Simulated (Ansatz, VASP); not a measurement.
## SnO: VASP and Ansatz over several settings

```
Sn O
1.0
     3.81370    0.00000    0.00000
     0.00000    3.81370    0.00000
     0.00000    0.00000    4.88691
Sn O
2 2
Cartesian
  1.9068 0.0000 3.7367
  0.0000 1.9068 1.1503
  0.0000 0.0000 0.0000
  1.9068 1.9068 0.0000
```

Single points on this cell with VASP 6.6.1 and Ansatz 0.2.0. Each row is one pair of runs. Alike in all rows: spin: off.

| level | k mesh | smearing | VASP's potentials, cutoff | Ansatz's potentials, cutoff | gap on the k mesh at the Fermi level (eV), VASP | gap on the k mesh at the Fermi level (eV), Ansatz | least direct gap on the mesh (eV), VASP | least direct gap on the mesh (eV), Ansatz | pressure (GPa), VASP | pressure (GPa), Ansatz |
| --- | --- | --- | --- | --- | --- | --- | --- | --- | --- | --- |
| PBE | 7 × 7 × 6 | gaussian, width 0.015 eV | VASP PAW PBE potentials, release 64 (Sn_d, O), 520 eV | Ansatz PAW, 420 eV | 0.38 | 0.37 | 2.05 | 2.07 | 3.8 | 3.6 |
| PBE+D3(BJ) | 7 × 7 × 6 | fermi-dirac, width 0.05 eV | VASP PAW PBE potentials, release 64 (Sn_d, O), 520 eV | Ansatz PAW, 420 eV | 0.38 | 0.37 | 2.05 | 2.07 | 1.8 | 1.5 |
| r2SCAN-based global hybrid | 4 × 4 × 3 | fermi-dirac, width 0.05 eV | VASP PAW PBE potentials, release 64 (Sn_d, O), 520 eV | Ansatz PAW, 500 eV | 1.77 | 1.71 | 4.21 | 4.21 | -3.7 | -4.1 |
| PBE | 7 × 7 × 6 | gaussian, width 0.025 eV | VASP PAW PBE potentials, release 64 (Sn_d, O_h), 910 eV | Ansatz PAW, 420 eV | 0.39 | 0.37 | 2.05 | 2.07 | - | - |
| PBEsol+D4 | 7 × 7 × 6 | fermi-dirac, width 0.05 eV | VASP PAW PBE potentials, release 64 (Sn_d, O), 520 eV | Ansatz PAW, 420 eV | 0.37 | 0.35 | 1.96 | 1.99 | -1.6 | -1.9 |
| r2SCAN | 7 × 7 × 6 | fermi-dirac, width 0.05 eV | VASP PAW PBE potentials, release 64 (Sn_d, O), 520 eV | Ansatz PAW, 500 eV | 0.51 | 0.50 | 2.37 | 2.41 | 0.1 | -0.5 |
| PBE | 7 × 7 × 6 | gaussian, width 0.011 eV | VASP PAW PBE potentials, release 64 (Sn_d, O), 520 eV | Ansatz PAW, 420 eV | 0.38 | 0.37 | 2.05 | 2.07 | 3.8 | 3.6 |
| PBE | 7 × 7 × 6 | gaussian, width 0.022 eV | VASP PAW PBE potentials, release 64 (Sn_d, O_h), 910 eV | Ansatz PAW, 420 eV | 0.39 | 0.37 | 2.05 | 2.07 | - | - |

Gap on the k mesh at the fermi level (eV): the two programs differ by at most 0.063; least direct gap on the mesh (eV): the two programs differ by at most 0.035; pressure (GPa): the two programs differ by at most 0.57.

The k mesh is coarse in some rows, so the values compare programs but aren't converged. Noted on VASP's runs: the cutoff is short for stress, so the pressure is rough. Noted on Ansatz's runs: odd divisions of the mesh miss points on the zone boundary, where band edges often lie, so the gap on the mesh can be too wide.
